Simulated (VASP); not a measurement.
# Rh16Se in VASP: single point with PBE+D3(BJ)

Aim: the single point of Rh16Se with PBE+D3(BJ).

Everything below comes from runs of VASP 6.6.1. Logs are shortened: lines on timing, memory, paths and dates and some standing lists are left out, and cuts for length are marked.

### Step 1. The cell of the first run

The cell holds a slab with vacuum, 17 atoms: a = 7.600 Å, b = 5.374 Å, c = 17.031 Å, α = 90.00°, β = 90.00°, γ = 90.00°.

### Step 2. Single point, PBE+D3(BJ)

File INCAR:

```
PREC     = Accurate       # precision mode
ENCUT    = 400            # plane-wave cutoff, eV
EDIFF    = 1E-6           # SCF threshold, eV
ISMEAR   = 0              # smearing method
SIGMA    = 0.05           # smearing width, eV
LREAL    = F              # projectors in reciprocal space
LASPH    = T              # aspherical terms in the spheres
NELM     = 120            # most SCF steps
ALGO     = Normal         # electronic algorithm
ISIF     = 2              # what is computed and relaxed
LWAVE    = F              # write WAVECAR
LCHARG   = F              # write CHGCAR
GGA      = PE             # functional
IVDW     = 12             # dispersion correction
NBANDS   = 137            # bands
GGA_COMPAT= F            
NELMDL   = -8
```

File KPOINTS:

```
regular mesh
0
Gamma
  2 3 1
```

File POSCAR:

```
Rh16Se
1.0
    7.6000000000      0.0000000000      0.0000000000
    0.0000000000      5.3740120000      0.0000000000
    0.0000000000      0.0000000000     17.0305090000
Rh Se
16 1
Direct
    0.2500000000      0.2500000000      0.0587182098
    0.7500000000      0.2500000000      0.0587182098
    0.2500000000      0.7500000000      0.0587182098
    0.7500000000      0.7500000000      0.0587182098
    0.0042552632      0.0009404519      0.1277013506
    0.4957493421      0.0009400798      0.1277199642
    0.0079178947      0.5014741314      0.1341363902
    0.4920805263      0.5014707820      0.1341203601
    0.2500006579      0.2511665400      0.2182203715
    0.7499942105      0.2543012557      0.2055801738
    0.2500076316      0.7469261327      0.2170582805
    0.7499938158      0.7541542520      0.2075713063
   -0.0264625000      0.0060385053      0.2888206101
    0.5264484211      0.0060362723      0.2888256599
   -0.0201038158      0.5028369866      0.2870589482
    0.5200984211      0.5028330789      0.2870503753
    0.2500069737      0.9368609523      0.3493249086
```

Potentials or basis: VASP PAW PBE potentials, release 64 (Rh_pv, Se).

Command:

```sh
$ cat potpaw_PBE.64/Rh_pv/POTCAR potpaw_PBE.64/Se/POTCAR > POTCAR
$ mpirun -np 1 vasp_std > vasp.out
```

OUTCAR:

```text
PREC = Accurate
   ENCUT = 400
   EDIFF = 1E-6
   ISMEAR = 0
   LREAL = F
   LASPH = T
   NELM = 120
   ISIF = 2
   GGA = PE
   IVDW = 12
   NELMDL = -8
 IVDW          = 12

 ion  position               nearest neighbor table
   1  0.250  0.250  0.059-   5 2.58   6 2.58   8 2.62   7 2.62   3 2.69   3 2.69   9 2.72
   2  0.750  0.250  0.059-  10 2.50   5 2.63   6 2.63   4 2.69   4 2.69   8 2.71   7 2.71
   3  0.250  0.750  0.059-   5 2.59   6 2.59   8 2.61   7 2.61   1 2.69   1 2.69  11 2.70
   4  0.750  0.750  0.059-  12 2.54   5 2.63   6 2.63   2 2.69   2 2.69   8 2.70   7 2.70
   5  0.004  0.001  0.128-   1 2.58   3 2.59   2 2.63   4 2.63   7 2.69   7 2.69  12 2.71  10 2.71
                            13 2.75  11 2.77   9 2.77
   6  0.496  0.001  0.128-   1 2.58   3 2.59   2 2.63   4 2.63   8 2.69   8 2.69  12 2.71  10 2.71
                            14 2.75  11 2.77   9 2.77
   7  0.008  0.501  0.134-   3 2.61  15 2.61   1 2.62  10 2.66  11 2.67   5 2.69   9 2.69   5 2.69
                            12 2.69   4 2.70   2 2.71
   8  0.492  0.501  0.134-   3 2.61  16 2.61   1 2.62  10 2.66  11 2.67   6 2.69   9 2.69   6 2.69
                            12 2.69   4 2.70   2 2.71
   9  0.250  0.251  0.218-  11 2.66   7 2.69   8 2.69  11 2.71   1 2.72  16 2.72  15 2.72  14 2.76
                            13 2.76   6 2.77   5 2.77  17 2.80
  10  0.750  0.254  0.206-   2 2.50  13 2.58  14 2.58  16 2.60  15 2.60   7 2.66   8 2.66  12 2.69
                            12 2.69   6 2.71   5 2.71
  11  0.250  0.747  0.217-  17 2.47   9 2.66   7 2.67   8 2.67   3 2.70   9 2.71  16 2.71  15 2.71
                             6 2.77   5 2.77  14 2.80  13 2.80
  12  0.750  0.754  0.208-   4 2.54  13 2.58  14 2.58  16 2.59  15 2.59  10 2.69  10 2.69   7 2.69
                             8 2.69   6 2.71   5 2.71
  13  0.974  0.006  0.289-  17 2.37  12 2.58  10 2.58  15 2.67  15 2.70   5 2.75   9 2.76  11 2.80

  14  0.526  0.006  0.289-  17 2.37  12 2.58  10 2.58  16 2.67  16 2.70   6 2.75   9 2.76  11 2.80

  15  0.980  0.503  0.287-  12 2.59  10 2.60   7 2.61  13 2.67  13 2.70  11 2.71   9 2.72
  16  0.520  0.503  0.287-  12 2.59  10 2.60   8 2.61  14 2.67  14 2.70  11 2.71   9 2.72
  17  0.250  0.937  0.349-  14 2.37  13 2.37  11 2.47   9 2.80

  LATTYP: Found a simple orthorhombic cell.
 ALAT       =     5.3740120000
 B/A-ratio  =     1.4142134405
 C/A-ratio  =     3.1690493062

  Lattice vectors:

 A1 = (   0.0000000000,  -5.3740120000,   0.0000000000)
 A2 = (   7.6000000000,   0.0000000000,   0.0000000000)
 A3 = (   0.0000000000,   0.0000000000,  17.0305090000)

Analysis of symmetry for initial positions (statically):
=====================================================================
 Subroutine PRICEL returns:
 Original cell was already a primitive cell.

 Routine SETGRP: Setting up the symmetry group for a
 simple orthorhombic supercell.

 Subroutine GETGRP returns: Found  1 space group operations
 (whereof  1 operations were pure point group operations)
 out of a pool of  8 trial point group operations.

The static configuration has the point symmetry C_1 .

Analysis of symmetry for dynamics (positions and initial velocities):
=====================================================================
 Subroutine PRICEL returns:
 Original cell was already a primitive cell.

 Routine SETGRP: Setting up the symmetry group for a
 simple orthorhombic supercell.

 Subroutine GETGRP returns: Found  1 space group operations
 (whereof  1 operations were pure point group operations)
 out of a pool of  8 trial point group operations.

The dynamic configuration has the point symmetry C_1 .

 Subroutine INISYM returns: Found  1 space group operations
 (whereof  1 operations are pure point group operations),
 and found     1 'primitive' translations

----------------------------------------------------------------------------------------

                                     Primitive cell

  volume of cell :     695.5684

  direct lattice vectors                    reciprocal lattice vectors
     7.600000000  0.000000000  0.000000000     0.131578947  0.000000000  0.000000000
     0.000000000  5.374012000  0.000000000     0.000000000  0.186080716  0.000000000
     0.000000000  0.000000000 17.030509000     0.000000000  0.000000000  0.058718151

  length of vectors
     7.600000000  5.374012000 17.030509000     0.131578947  0.186080716  0.058718151

  position of ions in fractional coordinates (direct lattice)
     0.250000000  0.250000000  0.058718210
     0.750000000  0.250000000  0.058718210
     0.250000000  0.750000000  0.058718210
     0.750000000  0.750000000  0.058718210
     0.004255263  0.000940452  0.127701351
     0.495749342  0.000940080  0.127719964
[... 9 lines left out ...]
     0.520098421  0.502833079  0.287050375
     0.250006974  0.936860952  0.349324909

  ion indices of the primitive-cell ions
   primitive index   ion index
                 1           1
                 2           2
                 3           3
                 4           4
                 5           5
                 6           6
[... 9 lines left out ...]
                16          16
                17          17

----------------------------------------------------------------------------------------

 KPOINTS: regular mesh

Automatic generation of k-mesh.
 Grid dimensions read from file:
 generate k-points for:    2    3    1

 Generating k-lattice:

  Cartesian coordinates                     Fractional coordinates (reciprocal lattice)
     0.065789474  0.000000000  0.000000000     0.500000000  0.000000000  0.000000000
     0.000000000  0.062026905  0.000000000     0.000000000  0.333333333  0.000000000
     0.000000000  0.000000000  0.058718151     0.000000000  0.000000000  1.000000000

  Length of vectors
     0.065789474  0.062026905  0.058718151

  Shift w.r.t. Gamma in fractional coordinates (k-lattice)
     0.000000000  0.000000000  0.000000000

 Subroutine IBZKPT returns following result:
 ===========================================

 Found      4 irreducible k-points:

 Following reciprocal coordinates:
            Coordinates               Weight
  0.000000  0.000000  0.000000      1.000000
  0.500000  0.000000  0.000000      1.000000
  0.000000  0.333333  0.000000      2.000000
  0.500000  0.333333  0.000000      2.000000
   k-points           NKPTS =      4   k-points in BZ     NKDIM =      4   number of bands    NBANDS=    137
   number of dos      NEDOS =    301   number of ions     NIONS =     17
   total plane-waves  NPLWV = 201600
   dimension x,y,z NGX =    50 NGY =   36 NGZ =  112
   dimension x,y,z NGXF=   100 NGYF=   72 NGZF=  224
   ions per type =              16   1
   NGX,Y,Z   is equivalent  to a cutoff of  10.94, 11.14, 10.93 a.u.
   NGXF,Y,Z  is equivalent  to a cutoff of  21.87, 22.27, 21.87 a.u.
 SYSTEM =  unknown system
   PREC   = accura    normal or accurate (medium, high low for compatibility)
   ISTART =      0    job   : 0-new  1-cont  2-samecut
   ICHARG =      2    charge: 1-file 2-atom 10-const
   ISPIN  =      1    spin polarized calculation?
   LNONCOLLINEAR =      F non collinear calculations
   LSORBIT =      F    spin-orbit coupling
   LASPH  =      T    aspherical Exc in radial PAW
   ENCUT  =  400.0 eV  29.40 Ry    5.42 a.u.  12.39  8.76 27.77*2*pi/ulx,y,z
   NELM   =    120;   NELMIN=  2; NELMDL= -8     # of ELM steps
   EDIFF  = 0.1E-05   stopping-criterion for ELM
   LREAL  =      F    real-space projection
[... 7 lines left out ...]
   TEBEG  =    0.0;   TEEND  =   0.0 temperature during run
   PSTRESS=    0.0 pullay stress
   NELECT =     246.0000    total number of electrons
   NUPDOWN=      -1.0000    fix difference up-down
   EMIN   =  10.00;   EMAX   =-10.00  energy-range for DOS
   EFERMI =   0.00;   METHOD = LEGACY
   ISMEAR =     0;   SIGMA  =   0.05  broadening in eV -4-tet -1-fermi 0-gaus
   EFERMI_NEDOS =   21; number of points for ismear=-14 and -15
   IALGO  =     38    algorithm
   IMIX   =      4    mixing-type and parameters
     AMIX     =   0.40;   BMIX     =  1.00
     AMIX_MAG =   1.60;   BMIX_MAG =  1.00
  volume/ion in A,a.u.               =      40.92       276.11
  Fermi-wavevector in a.u.,A,eV,Ry     =   1.157728  2.187789 18.236357  1.340334
  Thomas-Fermi vector in A             =   2.294337
   LORBIT       =      0    0 simple, 1 ext, 2 COOP (PROOUT), +10 PAW based schemes
   GGA     = PE    functional components
   LHFCALC =     F    Hartree Fock is set to
   AEXX    =    0.0000 exact exchange contribution
   IVDW    =    12    specifies the selected vdW correction
   LEPSILON=     F    determine dielectric tensor
   LRPA    =     F    only Hartree local field effects (RPA)
 non-spin polarized calculation
 Gauss-broadening in eV      SIGMA  =   0.05
  energy-cutoff  :      400.00
  volume of cell :      695.57
 maximum number of plane-waves:     12675
 NGX is ok and might be reduce to    50
   NGX = 25   NGY = 17   NGZ = 55

 number of electron     245.9999918 magnetization

 Free energy of the ion-electron system (eV)
  ---------------------------------------------------
  ext. energy  EPLUGINS =         0.00000000
  ---------------------------------------------------
  free energy    TOTEN  =      -108.75848123 eV

  energy without entropy =     -108.70914088  energy(sigma->0) =     -108.73381105

 E-fermi :   0.8370     XC(G=0):  -5.8700

 val. band max:        0.8333986975   @ k =   0.5000   0.3333   0.0000
 cond. band min:       0.8601451621   @ k =   0.5000   0.3333   0.0000
 fundamental gap:      0.0267464646
 Fermi energy:         0.8369837972

 k-point     1 :       0.0000    0.0000    0.0000
  band No.  band energies     occupation
      1     -46.2891      2.00000
      2     -46.2181      2.00000
      3     -46.1720      2.00000
      4     -46.1712      2.00000
      5     -46.1603      2.00000
      6     -46.0435      2.00000
[... 127 lines left out ...]
    134       1.5630      0.00000
    135       1.7108      0.00000

 k-point     2 :       0.5000    0.0000    0.0000
  band No.  band energies     occupation
      1     -46.2836      2.00000
      2     -46.2149      2.00000
      3     -46.1728      2.00000
      4     -46.1646      2.00000
      5     -46.1449      2.00000
      6     -46.0448      2.00000
[... 127 lines left out ...]
    134       1.6806      0.00000
    135       1.7462      0.00000

 k-point     3 :       0.0000    0.3333    0.0000
  band No.  band energies     occupation
      1     -46.1989      2.00000
      2     -46.1910      2.00000
      3     -46.1599      2.00000
      4     -46.1367      2.00000
      5     -46.1019      2.00000
      6     -46.0188      2.00000
[... 127 lines left out ...]
    134       1.6063      0.00000
    135       1.6882      0.00000

 k-point     4 :       0.5000    0.3333    0.0000
  band No.  band energies     occupation
      1     -46.1967      2.00000
      2     -46.1876      2.00000
      3     -46.1572      2.00000
      4     -46.1378      2.00000
      5     -46.1072      2.00000
      6     -46.0076      2.00000
[... 127 lines left out ...]
    134       1.3197      0.00000
    135       1.3835      0.00000
 [bands above 135 left out]

------------------------ aborting loop because EDIFF is reached ----------------------------------------

 Edisp (eV)   -6.67903

 E8    (eV) :    -3.1376

  FORCE on cell =-STRESS in cart. coord.  units (eV):
  Direction    XX          YY          ZZ          XY          YZ          ZX
  --------------------------------------------------------------------------------------
  -------------------------------------------------------------------------------------
  Total     -11.05667   -11.91597    -1.93554     0.00013    -1.05391    -0.00087
  in kB     -25.46802   -27.44734    -4.45833     0.00031    -2.42758    -0.00200
  external pressure =      -19.12 kB  Pullay stress =        0.00 kB

 VOLUME and BASIS-vectors are now :
 -----------------------------------------------------------------------------
  energy-cutoff  :      400.00
  volume of cell :      695.57
      direct lattice vectors                 reciprocal lattice vectors
     7.600000000  0.000000000  0.000000000     0.131578947  0.000000000  0.000000000
     0.000000000  5.374012000  0.000000000     0.000000000  0.186080716  0.000000000
     0.000000000  0.000000000 17.030509000     0.000000000  0.000000000  0.058718151

 POSITION                                       TOTAL-FORCE (eV/Angst)
 -----------------------------------------------------------------------------------
      1.90000      1.34350      1.00000         0.000089     -0.034369      0.297831
      5.70000      1.34350      1.00000        -0.000063      0.083393     -0.278510
      1.90000      4.03051      1.00000         0.000058      0.174973      0.125226
      5.70000      4.03051      1.00000         0.000071     -0.062271     -0.156543
      0.03234      0.00505      2.17482        -0.011106      0.004689      0.005759
      3.76769      0.00505      2.17514         0.010647      0.004756      0.004786
[... 9 lines left out ...]
      3.95275      2.70223      4.88861        -0.029734      0.014235     -0.010486
      1.90005      5.03470      5.94918        -0.001614     -0.300338      0.097385
 -----------------------------------------------------------------------------------
    total drift:                               -0.000004      0.005774      0.001782

  FREE ENERGIE OF THE ION-ELECTRON SYSTEM (eV)
  ---------------------------------------------------
  free  energy   TOTEN  =      -115.4375078161 eV

  energy  without entropy=     -115.3881674663  energy(sigma->0) =     -115.41283764
```

Wall time 19 min (1 thread of Intel Xeon Platinum 8259CL at 2.50GHz (Skylake/Cascade Lake), shared host); peak memory 0.54 GiB.

Results:

```yaml
Free_energy: -115.4375 eV
Largest_force: 0.316 eV/Å
Band_gap_on_the_k_mesh: zero (bands 123 and 124 overlap by 0.32 eV)
Dispersion_energy_per_atom: -0.393 eV
```

Forces in eV/Å, atoms in the order of the input:
```
Rh   0.000 -0.034  0.298
Rh   0.000  0.083 -0.279
Rh   0.000  0.175  0.125
Rh   0.000 -0.062 -0.157
Rh  -0.011  0.005  0.006
Rh   0.011  0.005  0.005
Rh  -0.014  0.008 -0.012
Rh   0.014  0.008 -0.012
Rh   0.000 -0.007 -0.017
Rh   0.001  0.016  0.021
Rh  -0.001 -0.012 -0.048
Rh   0.001  0.026  0.043
Rh   0.054  0.031 -0.025
Rh  -0.052  0.031 -0.025
Rh   0.030  0.014 -0.011
Rh  -0.030  0.014 -0.010
Se  -0.002 -0.300  0.097
```

Levels at points of the mesh, in eV from the Fermi level:
```tsv
k point	band 120	band 121	band 122	band 123	band 124	band 125	band 126	band 127
(0.00, 0.00, 0.00)	0.13	0.17	0.20	0.23	0.25	0.29	0.42	0.53
(0.50, 0.00, 0.00)	-0.14	-0.12	-0.03	-0.01	0.05	0.06	0.18	0.54
```

Caveat: the k points lie up to 0.41 Å⁻¹ apart; there is no dipole correction, which matters where the two faces differ.

The gap in the log of VASP goes by the Fermi energy; the results here count the filled bands.